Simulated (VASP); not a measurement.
# Ti27HO2 in VASP: single point with PBE+D3(BJ)

Aim: the single point of Ti27HO2 with PBE+D3(BJ).

Everything below comes from runs of VASP 6.6.1. Logs are shortened: lines on timing, memory, paths and dates and some standing lists are left out, and cuts for length are marked.

### 1 The cell of the first run

The cell holds a slab with vacuum, 30 atoms: a = 8.850 Å, b = 8.850 Å, c = 18.685 Å, α = 90.00°, β = 90.00°, γ = 60.00°.

### 2 Single point, PBE+D3(BJ)

INCAR

```
PREC     = Accurate       # precision mode
ENCUT    = 520            # plane-wave cutoff, eV
EDIFF    = 1E-7           # SCF threshold, eV
ISMEAR   = -1             # smearing method
SIGMA    = 0.1            # smearing width, eV
LREAL    = Auto         
LASPH    = T              # aspherical terms in the spheres
NELM     = 80             # most SCF steps
ALGO     = Normal         # electronic algorithm
ISIF     = 2              # what is computed and relaxed
LWAVE    = F              # write WAVECAR
LCHARG   = T              # write CHGCAR
GGA      = PE             # functional
IVDW     = 12             # dispersion correction
LELF     = T              # ELF
LVHAR    = T            
NBANDS   = 190            # bands
```

KPOINTS

```
Automatic mesh
0
Gamma
  2 2 1
```

POSCAR

```
Ti27HO2
1.0
    8.8500000000      0.0000000000      0.0000000000
    4.4250000000      7.6643250000      0.0000000000
    0.0000000000      0.0000000000     18.6846000000
Ti O H
27 2 1
Direct
    0.0000000000      0.0000000000      0.0535200111
    0.3333333333      0.0000000000      0.0535200111
    0.6666666667      0.0000000000      0.0535200111
   -0.0000016309      0.3333365952      0.0535200111
    0.3333317024      0.3333365952      0.0535200111
    0.6666650357      0.3333365952      0.0535200111
    0.0000032619      0.6666601429      0.0535200111
    0.3333365952      0.6666601429      0.0535200111
    0.6666699285      0.6666601429      0.0535200111
   -0.1149231446      0.2269084362      0.1615180416
    0.2206930600      0.2211675523      0.1581195209
    0.5561731516      0.2262299681      0.1610631215
   -0.1140074551      0.5570092604      0.1614912816
    0.2239609549      0.5578182032      0.1619247937
    0.5545681640      0.5552478529      0.1712426276
   -0.1121570409      0.8908677542      0.1593611851
    0.2232751277      0.8845005920      0.1608597455
    0.5592465318      0.8866142811      0.1598054012
    0.0006319414     -0.0083373291      0.2783896899
    0.3287448753      0.0070978201      0.2742900571
    0.6726692439     -0.0093158889      0.2779561778
    0.0143212949      0.3238771842      0.2763131135
    0.3276273455      0.3247905067      0.2754942573
    0.7091516822      0.2560695169      0.2905601404
   -0.0055696769      0.6705743820      0.2784646179
    0.2324255945      0.6951036132      0.2918767327
    0.7528231410      0.6918678422      0.2883230040
    0.4483245472      0.6663339563      0.2524806525
    0.5885053670      0.4371813565      0.3654881560
    0.5946682900      0.4608103127      0.4162090706
```

Potentials or basis: VASP PAW PBE potentials, release 64 (Ti_sv, O, H).

The run is started by

```console
$ cat potpaw_PBE.64/Ti_sv/POTCAR potpaw_PBE.64/O/POTCAR potpaw_PBE.64/H/POTCAR > POTCAR
$ mpirun -np 2 vasp_std > vasp.out
```

OUTCAR:

```text
PREC = Accurate
   ENCUT = 520
   EDIFF = 1E-7
   ISMEAR = -1
   LREAL = Auto
   LASPH = T
   NELM = 80
   ISIF = 2
   GGA = PE
   IVDW = 12
 IVDW          = 12

 ion  position               nearest neighbor table
   1  0.000  0.000  0.054-  16 2.61  17 2.64  10 2.66
   2  0.333  0.000  0.054-  11 2.59  18 2.63  17 2.65
   3  0.667  0.000  0.054-  16 2.60  18 2.61  12 2.65
   4  1.000  0.333  0.054-  11 2.58  10 2.64  13 2.65
   5  0.333  0.333  0.054-  11 2.61  12 2.64  14 2.66
   6  0.667  0.333  0.054-  12 2.61  10 2.62  15 2.78
   7  0.000  0.667  0.054-  16 2.62  13 2.65  14 2.66
   8  0.333  0.667  0.054-  17 2.61  14 2.63  15 2.78
   9  0.667  0.667  0.054-  18 2.61  13 2.63  15 2.79
  10  0.885  0.227  0.162-   6 2.62   4 2.64   1 2.66  22 2.76  24 2.81  19 2.83  12 2.91
  11  0.221  0.221  0.158-   4 2.58   2 2.59   5 2.61  22 2.72  20 2.72  23 2.72
  12  0.556  0.226  0.161-   6 2.61   5 2.64   3 2.65  23 2.77  21 2.83  24 2.85  15 2.91  10 2.91

  13  0.886  0.557  0.161-   9 2.63   7 2.65   4 2.65  27 2.65  25 2.77  22 2.79  18 2.90
  14  0.224  0.558  0.162-   8 2.63   7 2.66   5 2.66  26 2.73  23 2.78  25 2.80  17 2.89  15 2.92

  15  0.555  0.555  0.171-  28 1.80   8 2.78   6 2.78   9 2.79  12 2.91  14 2.92
  16  0.888  0.891  0.159-   3 2.60   1 2.61   7 2.62  19 2.76  21 2.76  25 2.79
  17  0.223  0.885  0.161-   8 2.61   1 2.64   2 2.65  20 2.75  19 2.78  14 2.89
  18  0.559  0.887  0.160-   9 2.61   3 2.61   2 2.63  21 2.77  20 2.77  13 2.90
  19  0.001  0.992  0.278-  26 2.40  24 2.48  16 2.76  17 2.78  10 2.83  25 2.87  21 2.91
  20  0.329  0.007  0.274-  11 2.72  17 2.75  18 2.77  22 2.79  23 2.81
  21  0.673  0.991  0.278-  27 2.38  24 2.54  16 2.76  18 2.77  12 2.83  25 2.84  19 2.91
  22  0.014  0.324  0.276-  11 2.72  10 2.76  23 2.78  20 2.79  13 2.79  27 2.91
  23  0.328  0.325  0.275-  11 2.72  12 2.77  14 2.78  22 2.78  20 2.81
  24  0.709  0.256  0.291-  29 1.99  19 2.48  21 2.54  10 2.81  12 2.85
  25  0.994  0.671  0.278-  27 2.06  26 2.24  13 2.77  16 2.79  14 2.80  21 2.84  19 2.87
  26  0.232  0.695  0.292-  28 1.94  25 2.24  19 2.40  14 2.73
  27  0.753  0.692  0.288-  25 2.06  21 2.38  13 2.65  22 2.91
  28  0.448  0.666  0.252-  15 1.80  26 1.94
  29  0.589  0.437  0.365-  30 0.98  24 1.99
  30  0.595  0.461  0.416-  29 0.98

  LATTYP: Found a hexagonal cell.
 ALAT       =     8.8500001529
 C/A-ratio  =     2.1112542008

  Lattice vectors:

 A1 = (  -4.4250000000,  -7.6643250000,   0.0000000000)
 A2 = (   8.8500000000,   0.0000000000,   0.0000000000)
 A3 = (   0.0000000000,   0.0000000000,  18.6846000000)

Analysis of symmetry for initial positions (statically):
=====================================================================
 Subroutine PRICEL returns:
 Original cell was already a primitive cell.

 Routine SETGRP: Setting up the symmetry group for a
 hexagonal supercell.

 Subroutine GETGRP returns: Found  1 space group operations
 (whereof  1 operations were pure point group operations)
 out of a pool of 24 trial point group operations.

The static configuration has the point symmetry C_1 .

Analysis of symmetry for dynamics (positions and initial velocities):
=====================================================================
 Subroutine PRICEL returns:
 Original cell was already a primitive cell.

 Routine SETGRP: Setting up the symmetry group for a
 hexagonal supercell.

 Subroutine GETGRP returns: Found  1 space group operations
 (whereof  1 operations were pure point group operations)
 out of a pool of 24 trial point group operations.

The dynamic configuration has the point symmetry C_1 .

 Subroutine INISYM returns: Found  1 space group operations
 (whereof  1 operations are pure point group operations),
 and found     1 'primitive' translations

----------------------------------------------------------------------------------------

                                     Primitive cell

  volume of cell :    1267.3629

  direct lattice vectors                    reciprocal lattice vectors
     8.850000000  0.000000000  0.000000000     0.112994350 -0.065237317  0.000000000
     4.425000000  7.664325000  0.000000000     0.000000000  0.130474634  0.000000000
     0.000000000  0.000000000 18.684600000     0.000000000  0.000000000  0.053520011

  length of vectors
     8.850000000  8.850000153 18.684600000     0.130474636  0.130474634  0.053520011

  position of ions in fractional coordinates (direct lattice)
     0.000000000  0.000000000  0.053520011
     0.333333333  0.000000000  0.053520011
     0.666666667  0.000000000  0.053520011
     0.999998369  0.333336595  0.053520011
     0.333331702  0.333336595  0.053520011
     0.666665036  0.333336595  0.053520011
[... 22 lines left out ...]
     0.588505367  0.437181356  0.365488156
     0.594668290  0.460810313  0.416209071

  ion indices of the primitive-cell ions
   primitive index   ion index
                 1           1
                 2           2
                 3           3
                 4           4
                 5           5
                 6           6
[... 22 lines left out ...]
                29          29
                30          30

----------------------------------------------------------------------------------------

 KPOINTS: Automatic mesh

Automatic generation of k-mesh.
 Grid dimensions read from file:
 generate k-points for:    2    2    1

 Generating k-lattice:

  Cartesian coordinates                     Fractional coordinates (reciprocal lattice)
     0.056497175 -0.032618659  0.000000000     0.500000000  0.000000000  0.000000000
     0.000000000  0.065237317  0.000000000     0.000000000  0.500000000  0.000000000
     0.000000000  0.000000000  0.053520011     0.000000000  0.000000000  1.000000000

  Length of vectors
     0.065237318  0.065237317  0.053520011

  Shift w.r.t. Gamma in fractional coordinates (k-lattice)
     0.000000000  0.000000000  0.000000000

 Subroutine IBZKPT returns following result:
 ===========================================

 Found      4 irreducible k-points:

 Following reciprocal coordinates:
            Coordinates               Weight
  0.000000  0.000000  0.000000      1.000000
  0.500000  0.000000  0.000000      1.000000
  0.500000  0.500000  0.000000      1.000000
  0.000000  0.500000  0.000000      1.000000
   k-points           NKPTS =      4   k-points in BZ     NKDIM =      4   number of bands    NBANDS=    190
   number of dos      NEDOS =    301   number of ions     NIONS =     30
   total plane-waves  NPLWV = 686000
   dimension x,y,z NGX =    70 NGY =   70 NGZ =  140
   dimension x,y,z NGXF=   140 NGYF=  140 NGZF=  280
   ions per type =              27   2   1
   NGX,Y,Z   is equivalent  to a cutoff of  13.15, 13.15, 12.46 a.u.
   NGXF,Y,Z  is equivalent  to a cutoff of  26.30, 26.30, 24.91 a.u.
 SYSTEM =  unknown system
   PREC   = accura    normal or accurate (medium, high low for compatibility)
   ISTART =      0    job   : 0-new  1-cont  2-samecut
   ICHARG =      2    charge: 1-file 2-atom 10-const
   ISPIN  =      1    spin polarized calculation?
   LNONCOLLINEAR =      F non collinear calculations
   LSORBIT =      F    spin-orbit coupling
   LASPH  =      T    aspherical Exc in radial PAW
   ENCUT  =  520.0 eV  38.22 Ry    6.18 a.u.  16.46 16.46 34.74*2*pi/ulx,y,z
   NELM   =     80;   NELMIN=  2; NELMDL= -5     # of ELM steps
   EDIFF  = 0.1E-06   stopping-criterion for ELM
   LREAL  =      T    real-space projection
   EDIFFG = 0.1E-05   stopping-criterion for IOM
   NSW    =      0    number of steps for IOM
   IBRION =     -1    ionic relax: 0-MD 1-quasi-New 2-CG
   NFREE  =      0    steps in history (QN), initial steepest desc. (CG)
   ISIF   =      2    stress and relaxation
   ISYM   =      2    0-nonsym 1-usesym 2-fastsym
   POTIM  = 0.5000    time-step for ionic-motion
   TEBEG  =    0.0;   TEEND  =   0.0 temperature during run
   PSTRESS=    0.0 pullay stress
   NELECT =     337.0000    total number of electrons
   NUPDOWN=      -1.0000    fix difference up-down
   EMIN   =  10.00;   EMAX   =-10.00  energy-range for DOS
   EFERMI =   0.00;   METHOD = LEGACY
   ISMEAR =    -1;   SIGMA  =   0.10  broadening in eV -4-tet -1-fermi 0-gaus
   EFERMI_NEDOS =   21; number of points for ismear=-14 and -15
   IALGO  =     38    algorithm
   IMIX   =      4    mixing-type and parameters
     AMIX     =   0.40;   BMIX     =  1.00
     AMIX_MAG =   1.60;   BMIX_MAG =  1.00
  volume/ion in A,a.u.               =      42.25       285.09
  Fermi-wavevector in a.u.,A,eV,Ry     =   1.052732  1.989375 15.078582  1.108245
  Thomas-Fermi vector in A             =   2.187826
   LORBIT       =      0    0 simple, 1 ext, 2 COOP (PROOUT), +10 PAW based schemes
   GGA     = PE    functional components
   LHFCALC =     F    Hartree Fock is set to
   AEXX    =    0.0000 exact exchange contribution
   IVDW    =    12    specifies the selected vdW correction
   LEPSILON=     F    determine dielectric tensor
   LRPA    =     F    only Hartree local field effects (RPA)
 non-spin polarized calculation
  energy-cutoff  :      520.00
  volume of cell :     1267.36
 maximum number of plane-waves:     34173
 NGX is ok and might be reduce to    70
   NGX = 33   NGY = 33   NGZ = 69

 number of electron     336.9999987 magnetization

 Free energy of the ion-electron system (eV)
  ---------------------------------------------------
  ext. energy  EPLUGINS =         0.00000000
  ---------------------------------------------------
  free energy    TOTEN  =      -212.63154766 eV

  energy without entropy =     -211.09394897  energy(sigma->0) =     -211.86274832

 E-fermi :   0.6686     XC(G=0):  -5.3229

 val. band max:        0.6620910369   @ k =   0.5000   0.5000   0.0000
 cond. band min:       0.6911155261   @ k =   0.0000   0.0000   0.0000
 fundamental gap:      0.0290244892
 Fermi energy:         0.6685703048

 k-point     1 :       0.0000    0.0000    0.0000
  band No.  band energies     occupation
      1     -56.2395      2.00000
      2     -56.2231      2.00000
      3     -56.2211      2.00000
      4     -56.1656      2.00000
      5     -56.1278      2.00000
      6     -56.1029      2.00000
[... 721 lines left out ...]
    179       1.0975      0.02706
    180       1.1185      0.02199
 [bands above 180 left out]

------------------------ aborting loop because EDIFF is reached ----------------------------------------

 Edisp (eV)  -11.56264

 E8    (eV) :    -5.6918

  FORCE on cell =-STRESS in cart. coord.  units (eV):
  Direction    XX          YY          ZZ          XY          YZ          ZX
  --------------------------------------------------------------------------------------
  -------------------------------------------------------------------------------------
  Total       1.05348    -3.55635    21.25366     0.45081     1.61854    -0.39661
  in kB       1.33179    -4.49588    26.86849     0.56991     2.04613    -0.50139
  external pressure =        7.90 kB  Pullay stress =        0.00 kB

 VOLUME and BASIS-vectors are now :
 -----------------------------------------------------------------------------
  energy-cutoff  :      520.00
  volume of cell :     1267.36
      direct lattice vectors                 reciprocal lattice vectors
     8.850000000  0.000000000  0.000000000     0.112994350 -0.065237317  0.000000000
     4.425000000  7.664325000  0.000000000     0.000000000  0.130474634  0.000000000
     0.000000000  0.000000000 18.684600000     0.000000000  0.000000000  0.053520011

 POSITION                                       TOTAL-FORCE (eV/Angst)
 -----------------------------------------------------------------------------------
      0.00000      0.00000      1.00000         0.081130      0.066810     -0.936603
      2.95000      0.00000      1.00000        -0.047955     -0.178537     -1.006012
      5.90000      0.00000      1.00000        -0.058575      0.070505     -1.015538
     10.32500      2.55480      1.00000        -0.129969      0.106458     -1.031622
      4.42500      2.55480      1.00000         0.053229      0.089675     -0.895042
      7.37500      2.55480      1.00000         0.029362      0.265056     -0.674845
[... 22 lines left out ...]
      7.14280      3.35070      6.82900         0.104810     -0.611842     -0.373455
      7.30190      3.53180      7.77670        -0.116861     -0.301162     -0.329401
 -----------------------------------------------------------------------------------
    total drift:                                0.012091     -0.023025      0.079141

  FREE ENERGIE OF THE ION-ELECTRON SYSTEM (eV)
  ---------------------------------------------------
  free  energy   TOTEN  =      -224.1941924765 eV

  energy  without entropy=     -222.6565937856  energy(sigma->0) =     -223.42539313
```

It took 47 min on 2 MPI ranks of Intel Xeon Platinum 8488C (Sapphire Rapids), shared host; peak memory 0.93 GiB.

Results:

| Item | Value |
| --- | --- |
| Free energy | -224.1942 eV |
| Largest force | 2.916 eV/Å |
| Band gap on the k mesh | zero (an odd number of electrons rules out a gap without spin polarisation) |
| Dispersion energy per atom | -0.385 eV |

Forces in eV/Å, atoms in the order of the input:
```
Ti   0.081  0.067 -0.937
Ti  -0.048 -0.179 -1.006
Ti  -0.059  0.071 -1.016
Ti  -0.130  0.106 -1.032
Ti   0.053  0.090 -0.895
Ti   0.029  0.265 -0.675
Ti   0.031 -0.130 -0.772
Ti   0.294 -0.212 -0.550
Ti  -0.312 -0.170 -0.544
Ti   0.218 -0.166  0.427
Ti   0.129  0.021  0.793
Ti  -0.247 -0.129  0.529
Ti   0.082 -0.526 -0.004
Ti  -0.611 -0.629 -0.129
Ti   0.394 -0.981 -0.210
Ti   0.008  0.079  1.036
Ti   0.429  0.177  0.704
Ti  -0.176  0.404  0.460
Ti   0.442  0.719  0.270
Ti   0.000 -0.546  0.382
Ti  -0.504  0.839  0.401
Ti  -0.060 -0.370  0.262
Ti   0.163 -0.198  0.373
Ti  -0.273  2.579  1.000
Ti   0.183 -1.455  0.145
Ti   2.663 -0.770  0.500
Ti  -2.897 -0.237  0.222
O    0.126  2.193  0.968
O    0.105 -0.612 -0.373
H   -0.117 -0.301 -0.329
```

Levels at points of the mesh, in eV from the Fermi level:
```
           k point  band 167  band 168  band 169  band 170  band 171  band 172
(0.00, 0.00, 0.00)     -0.04     -0.01      0.02      0.06      0.08      0.10
(0.50, 0.00, 0.00)     -0.11     -0.04     -0.04      0.08      0.12      0.14
(0.50, 0.50, 0.00)     -0.12     -0.10     -0.01      0.08      0.10      0.12
(0.00, 0.50, 0.00)     -0.10     -0.07     -0.04      0.04      0.07      0.12
```

Caveat: the k points lie up to 0.41 Å⁻¹ apart, too coarse for converged energies and pressures of a metal; atoms lie so close that the PAW spheres overlap strongly, which falsifies energies and pressures; there is no dipole correction, which matters where the two faces differ.

The gap in the log of VASP goes by the Fermi energy; the results here count the filled bands.